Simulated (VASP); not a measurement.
# LiF: single point with LDA

The system is LiF.

```
Li F
1.0
    -0.06042    1.98379    1.98379
     1.98379   -0.06042    1.98379
     1.98379    1.98379   -0.06042
Li F
1 1
Direct
  0.00000 0.00000 0.00000
  0.50000 0.50000 0.50000
```

This cell differs from its parent crystal: equal xy, yz and zx shear strains of -3 %.

```json
{
  "Program": "VASP 6.6.1",
  "Task": "single point",
  "Functional": "LDA",
  "Potentials or basis": "VASP PAW LDA potentials, release 64 (Li_sv, F)",
  "Cutoff": "520 eV",
  "k mesh": "10 × 10 × 10",
  "Occupations": "fermi-dirac, width 0.03 eV",
  "Spin": "no spin polarisation",
  "Dipole correction": "no",
  "Further INCAR settings": "ALGO = Normal; EDIFF = 1e-06; NBANDS = 12"
}
```

| Quantity | Value |
| --- | --- |
| Band gap on the k mesh | 8.67 eV, direct |

Levels at points of the mesh, in eV from the valence-band top:
```csv
k point,band 2,band 3,band 4,band 5,band 6,band 7,band 8,band 9
"(0.00, 0.00, 0.00)",-19.73,-0.23,-0.23,0.00,8.67,23.13,23.13,23.25
"(0.50, 0.00, 0.00)",-19.30,-2.75,-0.40,-0.28,10.26,16.06,18.20,18.75
"(0.50, 0.50, 0.00)",-18.99,-3.27,-1.33,-1.04,14.23,15.83,17.03,19.31
"(0.50, 0.50, 0.50)",-19.19,-2.70,-0.51,-0.51,10.05,16.72,17.68,17.68
```

Wall time 18 s on 1 thread of AMD EPYC 7R13 Processor (Zen 3), on a shared host, peak memory 0.1 GiB.

Caveat: the cell differs from its parent crystal (equal xy, yz and zx shear strains of -3 %). A k mesh can miss the band edges.
